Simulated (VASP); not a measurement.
# Si12H4O in VASP: single point with PBE

Aim: the single point of Si12H4O with PBE.

Program: VASP 6.6.1. These are calculated values, not measurements. Logs are shortened: lines on timing, memory, paths and dates and some standing lists are left out, and cuts for length are marked.

### 1 The cell of the first run

The cell holds a slab with vacuum, 34 atoms: a = 7.681 Å, b = 7.681 Å, c = 25.055 Å, α = 90.00°, β = 90.00°, γ = 60.00°.

### 2 Single point, PBE

File INCAR:

```
SYSTEM = Si12H4O
PREC = Accurate
ENCUT = 520
EDIFF = 1E-6
ISMEAR = 0
SIGMA = 0.01
LREAL = Auto
LASPH = .TRUE.
NELM = 80
ALGO = Normal
ISIF = 2
LWAVE = .FALSE.
LCHARG = .FALSE.
LDIPOL = .TRUE.
IDIPOL = 3
DIPOL = 0.5 0.5 0.510
GGA = PE
NBANDS = 81
```

File KPOINTS:

```
regular mesh
0
G
  3 3 1
  0 0 0
```

File POSCAR:

```
Si12H4O
1.0
    7.6805940000      0.0000000000      0.0000000000
    3.8402970000      6.6515890000      0.0000000000
    0.0000000000      0.0000000000     25.0550760000
Si H O
24 8 2
Direct
    0.0000000000      0.0000000000      0.3592090000
    0.5000000000      0.0000000000      0.3592090000
    0.0000000000      0.5000000000      0.3592090000
    0.5000000000      0.5000000000      0.3592090000
    0.1666670000      0.1666670000      0.3904960000
    0.6666670000      0.1666670000      0.3904960000
    0.1666670000      0.6666670000      0.3904960000
    0.6666670000      0.6666670000      0.3904960000
    0.1686626580      0.1672986034      0.4851089768
    0.6689284848      0.1735249384      0.4850090474
    0.1616744768      0.6668983911      0.4840643597
    0.6653564940      0.6596847775      0.4848596221
   -0.1570826285      0.3304263451      0.5223410059
    0.3353019140      0.3349357708      0.5164329912
   -0.1759494074      0.8370513189      0.5122010851
    0.3290777708      0.8317630342      0.5152721001
   -0.1533796847      0.3758472940      0.6192892118
    0.3353273633      0.3378669887      0.6105123443
   -0.2066280753      0.8608794319      0.6044829800
    0.3358183734      0.8121832235      0.6087896672
    0.0502252617     -0.0216248746      0.6602618139
    0.4724739753      0.0022719519      0.6397048867
    0.0068132627      0.5542691383      0.6414725331
    0.5147983010      0.4890883201      0.6433867889
    0.0639443111     -0.1116819982      0.7140216964
    0.4929344912     -0.0082364186      0.6995040265
    0.0029977149      0.5622900306      0.7013558938
    0.4909312455      0.5077630912      0.7030921582
    0.0000000000      0.0000000000      0.2993410000
    0.5000000000      0.0000000000      0.2993410000
    0.0000000000      0.5000000000      0.2993410000
    0.5000000000      0.5000000000      0.2993410000
    0.0058482554      0.2105606658      0.6657457409
   -0.1585305210      0.0365187119      0.6275469839
```

Potentials or basis: VASP PAW PBE potentials, release 64 (Si, H, O).

The run is started by

```sh
cat potpaw_PBE.64/Si/POTCAR potpaw_PBE.64/H/POTCAR potpaw_PBE.64/O/POTCAR > POTCAR
mpirun -np 1 vasp_std > vasp.out
```

OUTCAR:

```text
SYSTEM = Si12H4O
   PREC = Accurate
   ENCUT = 520
   EDIFF = 1E-6
   ISMEAR = 0
   LREAL = Auto
   LASPH = .TRUE.
   NELM = 80
   ISIF = 2
   GGA = PE

 ion  position               nearest neighbor table
   1  0.000  0.000  0.359-  29 1.50   7 2.35   6 2.35   5 2.35
   2  0.500  0.000  0.359-  30 1.50   8 2.35   5 2.35   6 2.35
   3  0.000  0.500  0.359-  31 1.50   5 2.35   8 2.35   7 2.35
   4  0.500  0.500  0.359-  32 1.50   6 2.35   7 2.35   8 2.35
   5  0.167  0.167  0.390-   3 2.35   2 2.35   1 2.35   9 2.37
   6  0.667  0.167  0.390-   4 2.35   1 2.35   2 2.35  10 2.37
[... 8 lines left out ...]
  15  0.824  0.837  0.512-  19 2.32  12 2.34  10 2.34  11 2.35
  16  0.329  0.832  0.515-  11 2.34  20 2.35   9 2.36  12 2.36
  17  0.847  0.376  0.619-  33 1.71  23 2.32  24 2.32  13 2.46  21 2.84
  18  0.335  0.338  0.611-  24 2.35  23 2.35  14 2.36  22 2.36
  19  0.793  0.861  0.604-  34 1.67  23 2.29  22 2.31  15 2.32  21 2.91
  20  0.336  0.812  0.609-  21 2.30  22 2.32  24 2.32  16 2.35
  21  0.050  0.978  0.660-  25 1.49  33 1.65  34 1.65  20 2.30  17 2.84  19 2.91
  22  0.472  0.002  0.640-  26 1.50  19 2.31  20 2.32  18 2.36
  23  0.007  0.554  0.641-  27 1.50  19 2.29  17 2.32  18 2.35
  24  0.515  0.489  0.643-  28 1.51  20 2.32  17 2.32  18 2.35
  25  0.064  0.888  0.714-  21 1.49
  26  0.493  0.992  0.700-  22 1.50
  27  0.003  0.562  0.701-  23 1.50
  28  0.491  0.508  0.703-  24 1.51
  29  0.000  0.000  0.299-   1 1.50
  30  0.500  0.000  0.299-   2 1.50
  31  0.000  0.500  0.299-   3 1.50
  32  0.500  0.500  0.299-   4 1.50
  33  0.006  0.211  0.666-  21 1.65  17 1.71
  34  0.841  0.037  0.628-  21 1.65  19 1.67

  LATTYP: Found a hexagonal cell.
 ALAT       =     7.6805935495
 C/A-ratio  =     3.2621275737

  Lattice vectors:

 A1 = (  -3.8402970000,  -6.6515890000,   0.0000000000)
 A2 = (   7.6805940000,   0.0000000000,   0.0000000000)
 A3 = (   0.0000000000,   0.0000000000,  25.0550760000)

Analysis of symmetry for initial positions (statically):
=====================================================================
 Subroutine PRICEL returns:
 Original cell was already a primitive cell.

 Routine SETGRP: Setting up the symmetry group for a
 hexagonal supercell.

 Subroutine GETGRP returns: Found  1 space group operations
 (whereof  1 operations were pure point group operations)
 out of a pool of 24 trial point group operations.

The static configuration has the point symmetry C_1 .

Analysis of symmetry for dynamics (positions and initial velocities):
=====================================================================
 Subroutine PRICEL returns:
 Original cell was already a primitive cell.

 Routine SETGRP: Setting up the symmetry group for a
 hexagonal supercell.

 Subroutine GETGRP returns: Found  1 space group operations
 (whereof  1 operations were pure point group operations)
 out of a pool of 24 trial point group operations.

The dynamic configuration has the point symmetry C_1 .

 Subroutine INISYM returns: Found  1 space group operations
 (whereof  1 operations are pure point group operations),
 and found     1 'primitive' translations

----------------------------------------------------------------------------------------

                                     Primitive cell

  volume of cell :    1280.0176

  direct lattice vectors                    reciprocal lattice vectors
     7.680594000  0.000000000  0.000000000     0.130198263 -0.075170008  0.000000000
     3.840297000  6.651589000  0.000000000     0.000000000  0.150340016  0.000000000
     0.000000000  0.000000000 25.055076000     0.000000000  0.000000000  0.039912072

  length of vectors
     7.680594000  7.680593550 25.055076000     0.150340008  0.150340016  0.039912072

  position of ions in fractional coordinates (direct lattice)
     0.000000000  0.000000000  0.359209000
     0.500000000  0.000000000  0.359209000
     0.000000000  0.500000000  0.359209000
     0.500000000  0.500000000  0.359209000
     0.166667000  0.166667000  0.390496000
     0.666667000  0.166667000  0.390496000
[... 26 lines left out ...]
     0.005848255  0.210560666  0.665745741
     0.841469479  0.036518712  0.627546984

  ion indices of the primitive-cell ions
   primitive index   ion index
                 1           1
                 2           2
                 3           3
                 4           4
                 5           5
                 6           6
[... 26 lines left out ...]
                33          33
                34          34

----------------------------------------------------------------------------------------

 KPOINTS: regular mesh

Automatic generation of k-mesh.
 Grid dimensions read from file:
 generate k-points for:    3    3    1

 Generating k-lattice:

  Cartesian coordinates                     Fractional coordinates (reciprocal lattice)
     0.043399421 -0.025056669  0.000000000     0.333333333  0.000000000  0.000000000
     0.000000000  0.050113339  0.000000000     0.000000000  0.333333333  0.000000000
     0.000000000  0.000000000  0.039912072     0.000000000  0.000000000  1.000000000

  Length of vectors
     0.050113336  0.050113339  0.039912072

  Shift w.r.t. Gamma in fractional coordinates (k-lattice)
     0.000000000  0.000000000  0.000000000

 Subroutine IBZKPT returns following result:
 ===========================================

 Found      5 irreducible k-points:

 Following reciprocal coordinates:
            Coordinates               Weight
  0.000000  0.000000  0.000000      1.000000
  0.333333  0.000000  0.000000      2.000000
  0.333333  0.333333  0.000000      2.000000
  0.000000  0.333333  0.000000      2.000000
 -0.333333  0.333333  0.000000      2.000000
   k-points           NKPTS =      5   k-points in BZ     NKDIM =      5   number of bands    NBANDS=     81
   number of dos      NEDOS =    301   number of ions     NIONS =     34
   total plane-waves  NPLWV = 691200
   dimension x,y,z NGX =    60 NGY =   60 NGZ =  192
   dimension x,y,z NGXF=   120 NGYF=  120 NGZF=  384
   ions per type =              24   8   2
   NGX,Y,Z   is equivalent  to a cutoff of  12.99, 12.99, 12.74 a.u.
   NGXF,Y,Z  is equivalent  to a cutoff of  25.97, 25.97, 25.48 a.u.
 SYSTEM =  Si12H4O
   PREC   = accura    normal or accurate (medium, high low for compatibility)
   ISTART =      0    job   : 0-new  1-cont  2-samecut
   ICHARG =      2    charge: 1-file 2-atom 10-const
   ISPIN  =      1    spin polarized calculation?
   LNONCOLLINEAR =      F non collinear calculations
   LSORBIT =      F    spin-orbit coupling
   LASPH  =      T    aspherical Exc in radial PAW
   ENCUT  =  520.0 eV  38.22 Ry    6.18 a.u.  14.28 14.28 46.59*2*pi/ulx,y,z
   NELM   =     80;   NELMIN=  2; NELMDL= -5     # of ELM steps
   EDIFF  = 0.1E-05   stopping-criterion for ELM
   LREAL  =      T    real-space projection
   EDIFFG = 0.1E-04   stopping-criterion for IOM
   NSW    =      0    number of steps for IOM
   IBRION =     -1    ionic relax: 0-MD 1-quasi-New 2-CG
   NFREE  =      0    steps in history (QN), initial steepest desc. (CG)
   ISIF   =      2    stress and relaxation
   ISYM   =      2    0-nonsym 1-usesym 2-fastsym
   POTIM  = 0.5000    time-step for ionic-motion
   TEBEG  =    0.0;   TEEND  =   0.0 temperature during run
   PSTRESS=    0.0 pullay stress
   NELECT =     116.0000    total number of electrons
   NUPDOWN=      -1.0000    fix difference up-down
   EMIN   =  10.00;   EMAX   =-10.00  energy-range for DOS
   EFERMI =   0.00;   METHOD = LEGACY
   ISMEAR =     0;   SIGMA  =   0.01  broadening in eV -4-tet -1-fermi 0-gaus
   EFERMI_NEDOS =   21; number of points for ismear=-14 and -15
   IALGO  =     38    algorithm
   IMIX   =      4    mixing-type and parameters
     AMIX     =   0.40;   BMIX     =  1.00
     AMIX_MAG =   1.60;   BMIX_MAG =  1.00
  volume/ion in A,a.u.               =      37.65       254.06
  Fermi-wavevector in a.u.,A,eV,Ry     =   0.735341  1.389593  7.357031  0.540727
  Thomas-Fermi vector in A             =   1.828514
   LORBIT       =      0    0 simple, 1 ext, 2 COOP (PROOUT), +10 PAW based schemes
   GGA     = PE    functional components
   LHFCALC =     F    Hartree Fock is set to
   AEXX    =    0.0000 exact exchange contribution
   IVDW    =     0    specifies the selected vdW correction
   LEPSILON=     F    determine dielectric tensor
   LRPA    =     F    only Hartree local field effects (RPA)
 non-spin polarized calculation
 Gauss-broadening in eV      SIGMA  =   0.01
  energy-cutoff  :      520.00
  volume of cell :     1280.02
 maximum number of plane-waves:     34563
 NGX is ok and might be reduce to    60
   NGX = 29   NGY = 29   NGZ = 93

 number of electron     116.0000003 magnetization

 dipolmoment           0.000000      0.000000      0.030368 electrons x Angstroem

 Free energy of the ion-electron system (eV)
  ---------------------------------------------------
  ext. energy  EPLUGINS =         0.00000000
  ---------------------------------------------------
  free energy    TOTEN  =      -172.07493596 eV

  energy without entropy =     -172.07493596  energy(sigma->0) =     -172.07493596

 E-fermi :  -0.7328     XC(G=0):  -4.4038

 val. band max:       -0.7841193403   @ k =   0.0000   0.0000   0.0000
 cond. band min:       0.4867052716   @ k =   0.0000   0.0000   0.0000
 fundamental gap:      1.2708246119
 Fermi energy:        -0.7327671970

 k-point     1 :       0.0000    0.0000    0.0000
  band No.  band energies     occupation
      1     -21.4856      2.00000
      2     -20.4829      2.00000
      3     -12.1631      2.00000
      4     -11.4474      2.00000
      5     -10.7404      2.00000
      6     -10.5696      2.00000
[... 62 lines left out ...]
     69       1.4756      0.00000
     70       1.6134      0.00000
[... 290 lines left out ...]
     69       2.7061      0.00000
     70       2.8202      0.00000
 [bands above 70 left out]

------------------------ aborting loop because EDIFF is reached ----------------------------------------

 vacuum level on the upper side and lower side of the slab       (xc-potential included)        -0.034        -0.139

  FORCE on cell =-STRESS in cart. coord.  units (eV):
  Direction    XX          YY          ZZ          XY          YZ          ZX
  --------------------------------------------------------------------------------------
  -------------------------------------------------------------------------------------
  Total       12.2438750     13.2205113     -0.3323537      2.3029911     -0.0149932      0.1217866
  in kB       15.3254605     16.5479003     -0.4160018      2.8826167     -0.0187668      0.1524383
  external PRESSURE =      10.4857863 kB  Pullay stress =       0.0000000 kB

 VOLUME and BASIS-vectors are now :
 -----------------------------------------------------------------------------
  energy-cutoff  :      520.00
  volume of cell :     1280.02
      direct lattice vectors                 reciprocal lattice vectors
     7.680594000  0.000000000  0.000000000     0.130198263 -0.075170008  0.000000000
     3.840297000  6.651589000  0.000000000     0.000000000  0.150340016  0.000000000
     0.000000000  0.000000000 25.055076000     0.000000000  0.000000000  0.039912072

 POSITION                                       TOTAL-FORCE (eV/Angst)
 -----------------------------------------------------------------------------------
      0.00000      0.00000      9.00001        -0.016545     -0.009557      0.151450
      3.84030      0.00000      9.00001        -0.030436      0.013318      0.281494
      1.92015      3.32579      9.00001         0.026863      0.016646      0.136218
      5.76045      3.32579      9.00001         0.026756     -0.022528      0.049855
      1.92015      1.10860      9.78391        -0.031545      0.023952     -0.029608
      5.76045      1.10860      9.78391         0.153321      0.197500     -0.046518
[... 26 lines left out ...]
      0.85353      1.40056     16.68031         0.035389      0.037231      0.025048
      6.60323      0.24291     15.72324        -0.011494      0.035395     -0.007881
 -----------------------------------------------------------------------------------
    total drift:                               -0.006544     -0.000176     -0.022357

  FREE ENERGIE OF THE ION-ELECTRON SYSTEM (eV)
  ---------------------------------------------------
  free  energy   TOTEN  =      -172.0749359617 eV

  energy  without entropy=     -172.0749359617  energy(sigma->0) =     -172.07493596

 vacuum level on the upper side and lower side of the slab         4.101         3.994
```

It took 45 min on 1 thread of Intel Xeon 8259CL, shared host; peak memory 1.4 GiB.

What came out:

```yaml
Free_energy: -172.0749 eV
Largest_force: 0.283 eV/Å
Band_gap_on_the_k_mesh: 1.27 eV
```

Forces in eV/Å, atoms in the order of the input:
```
Si  -0.017 -0.010  0.151
Si  -0.030  0.013  0.281
Si   0.027  0.017  0.136
Si   0.027 -0.023  0.050
Si  -0.032  0.024 -0.030
Si   0.153  0.198 -0.047
Si  -0.017 -0.032 -0.234
Si  -0.103 -0.188 -0.086
Si  -0.002 -0.002  0.005
Si   0.000 -0.002  0.000
Si   0.000  0.000 -0.001
Si   0.002  0.002  0.001
Si   0.000  0.000 -0.003
Si  -0.003 -0.001  0.003
Si   0.000 -0.001  0.004
Si  -0.002 -0.001  0.002
Si  -0.017  0.043 -0.028
Si   0.000  0.001  0.003
Si  -0.045 -0.034 -0.027
Si   0.001  0.003  0.004
Si   0.039 -0.082  0.050
Si   0.003 -0.002  0.005
Si  -0.003 -0.003  0.011
Si  -0.001  0.000  0.005
H    0.004  0.006 -0.018
H   -0.001  0.001 -0.011
H    0.001  0.000 -0.012
H    0.001 -0.001 -0.011
H    0.009  0.001 -0.056
H    0.023 -0.011 -0.041
H   -0.016 -0.006 -0.056
H   -0.023  0.018 -0.068
O    0.035  0.037  0.025
O   -0.011  0.035 -0.008
```
